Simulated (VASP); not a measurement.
# Pd in VASP: notebook, part 2 of 2

VASP 6.6.1. The steps go on from the part before.

**4. Electric field gradients, LDA (volume scaled by 0.96)**

INCAR reads:

```
  ALGO = Normal
  EDIFF = 1E-8
  ENCUT = 520
  GGA = CA
  ISIF = 2
  ISMEAR = -1
  LASPH = T
  LCHARG = F
  LEFG = T
  LREAL = F
  LWAVE = F
  NBANDS = 11
  NELM = 80
  PREC = Accurate
  SIGMA = 0.05
```

KPOINTS reads:

```
k-points
0
Gamma
  18 18 18
```

POSCAR reads:

```
Pd
1.0
    0.0000000000      1.9186143454      1.9186143454
    1.9186143454      0.0000000000      1.9186143454
    1.9186143454      1.9186143454      0.0000000000
Pd
1
Direct
    0.0000000000      0.0000000000      0.0000000000
```

Potentials or basis: VASP PAW LDA potentials, release 64 (Pd).

Launch:

```bash
> cat potpaw_LDA.64/Pd/POTCAR > POTCAR
> mpirun -np 1 vasp_std > vasp.out
```

OUTCAR:

```text
EDIFF = 1E-8
   ENCUT = 520
   GGA = CA
   ISIF = 2
   ISMEAR = -1
   LASPH = T
   LREAL = F
   NELM = 80
   PREC = Accurate

 ion  position               nearest neighbor table
   1  0.000  0.000  0.000-

  LATTYP: Found a face centered cubic cell.
 ALAT       =     3.8372286908

  Lattice vectors:

 A1 = (   0.0000000000,   1.9186143454,   1.9186143454)
 A2 = (   1.9186143454,   0.0000000000,   1.9186143454)
 A3 = (   1.9186143454,   1.9186143454,   0.0000000000)

Analysis of symmetry for initial positions (statically):
=====================================================================
 Subroutine PRICEL returns:
 Original cell was already a primitive cell.

 Routine SETGRP: Setting up the symmetry group for a
 face centered cubic supercell.

 Subroutine GETGRP returns: Found 48 space group operations
 (whereof 48 operations were pure point group operations)
 out of a pool of 48 trial point group operations.

The static configuration has the point symmetry O_h .

Analysis of symmetry for dynamics (positions and initial velocities):
=====================================================================
 Subroutine PRICEL returns:
 Original cell was already a primitive cell.

 Routine SETGRP: Setting up the symmetry group for a
 face centered cubic supercell.

 Subroutine GETGRP returns: Found 48 space group operations
 (whereof 48 operations were pure point group operations)
 out of a pool of 48 trial point group operations.

The dynamic configuration has the point symmetry O_h .

 Subroutine INISYM returns: Found 48 space group operations
[... 157 lines left out ...]
      7      27.4903      0.00000
      8      32.4603      0.00000
      9      32.4603      0.00000
     10      32.4603      0.00000
     11      35.9687      0.00000
[... 309 lines left out ...]
 k-point    24 :      -0.2222    0.0556    0.0000
  band No.  band energies     occupation
      1       4.5384      2.00000
      2       7.0308      2.00000
      3       7.6299      2.00000
      4       7.6673      2.00000
      5       8.9024      2.00000
      6       9.4727      2.00000
      7      25.5815      0.00000
      8      28.7010      0.00000
      9      32.9620      0.00000
     10      35.2226      0.00000
     11      35.7275      0.00000

 [... further k-points ...]

------------------------ aborting loop because EDIFF is reached ----------------------------------------

  FORCE on cell =-STRESS in cart. coord.  units (eV):
  Direction    XX          YY          ZZ          XY          YZ          ZX
  --------------------------------------------------------------------------------------
  -------------------------------------------------------------------------------------
  Total        0.0564646      0.0564646      0.0564646      0.0000000      0.0000000      0.0000000
  in kB        6.4046296      6.4046296      6.4046296      0.0000000      0.0000000      0.0000000
  external PRESSURE =       6.4046296 kB  Pullay stress =       0.0000000 kB

 VOLUME and BASIS-vectors are now :
 -----------------------------------------------------------------------------
  energy-cutoff  :      520.00
  volume of cell :       14.13
      direct lattice vectors                 reciprocal lattice vectors
     0.000000000  1.918614345  1.918614345    -0.260604744  0.260604744  0.260604744
     1.918614345  0.000000000  1.918614345     0.260604744 -0.260604744  0.260604744
     1.918614345  1.918614345  0.000000000     0.260604744  0.260604744 -0.260604744

 POSITION                                       TOTAL-FORCE (eV/Angst)
 -----------------------------------------------------------------------------------
      0.00000      0.00000      0.00000         0.000000      0.000000      0.000000
 -----------------------------------------------------------------------------------
    total drift:                                0.000000      0.000000      0.000000

  FREE ENERGIE OF THE ION-ELECTRON SYSTEM (eV)
  ---------------------------------------------------
  free  energy   TOTEN  =        -6.5068330627 eV

  energy  without entropy=       -6.4897596437  energy(sigma->0) =       -6.49829635

 Electric field gradients (V/A^2)
---------------------------------------------------------------------
 ion       V_xx      V_yy      V_zz      V_xy      V_xz      V_yz
---------------------------------------------------------------------
   1       0.000     0.000     0.000     0.000     0.000     0.000
---------------------------------------------------------------------

 Electric field gradients after diagonalization (V/A^2)
 (convention: |V_zz| > |V_xx| > |V_yy|)
----------------------------------------------------------------------
 ion       V_xx      V_yy      V_zz     asymmetry (V_yy - V_xx)/ V_zz
----------------------------------------------------------------------
   1      -0.000    -0.000     0.001       0.000
----------------------------------------------------------------------

           NMR quadrupolar parameters

 Cq : quadrupolar parameter    Cq=e*Q*V_zz/h
 eta: asymmetry parameters     (V_yy - V_xx)/ V_zz
 Q  : nuclear electric quadrupole moment in mb (millibarn)
----------------------------------------------------------------------
 ion       Cq(MHz)       eta       Q (mb)
----------------------------------------------------------------------
   1       0.000       0.000       1.000
----------------------------------------------------------------------
```

OSZICAR:

```text
N       E                     dE             d eps       ncg     rms          rms(c)
DAV:   1     0.414095253399E+02    0.41410E+02   -0.51948E+03  4306   0.858E+02
DAV:   2    -0.629805941483E+01   -0.47708E+02   -0.46099E+02  4799   0.183E+02
DAV:   3    -0.685396047580E+01   -0.55590E+00   -0.55300E+00  5224   0.213E+01
DAV:   4    -0.685612047351E+01   -0.21600E-02   -0.21596E-02  5296   0.137E+00
DAV:   5    -0.685614004163E+01   -0.19568E-04   -0.19567E-04  5592   0.122E-01    0.920E+00
DAV:   6    -0.652760511415E+01    0.32853E+00   -0.13041E+00  5364   0.929E+00    0.436E+00
DAV:   7    -0.651247148091E+01    0.15134E-01   -0.33789E-02  5689   0.117E+00    0.219E+00
DAV:   8    -0.650686104280E+01    0.56104E-02   -0.21898E-03  5366   0.481E-01    0.976E-02
DAV:   9    -0.650682867519E+01    0.32368E-04   -0.18776E-04  5681   0.117E-01    0.136E-02
DAV:  10    -0.650683318092E+01   -0.45057E-05   -0.28102E-06  5395   0.135E-02    0.990E-03
DAV:  11    -0.650683305783E+01    0.12309E-06   -0.46601E-08  5536   0.191E-03    0.123E-03
DAV:  12    -0.650683306269E+01   -0.48549E-08   -0.30847E-09  3794   0.275E-04
   1 F= -.65068331E+01 E0= -.64982964E+01  d E =-.170734E-01
```

Wall time 45 s (1 thread of Intel Xeon 8259CL, shared host); peak memory 0.14 GiB.

Results:

| Property | Result |
| --- | --- |
| Free energy | -6.5068 eV |
| Pressure | 0.6 GPa |
| Band gap on the k mesh | zero (band 5 reaches 10.68 eV, above the bottom of band 6 at 8.97 eV) |

Caveat: without QUAD_EFG the Cq values of the log hold for a quadrupole moment of 1 mb, not for the nuclei.
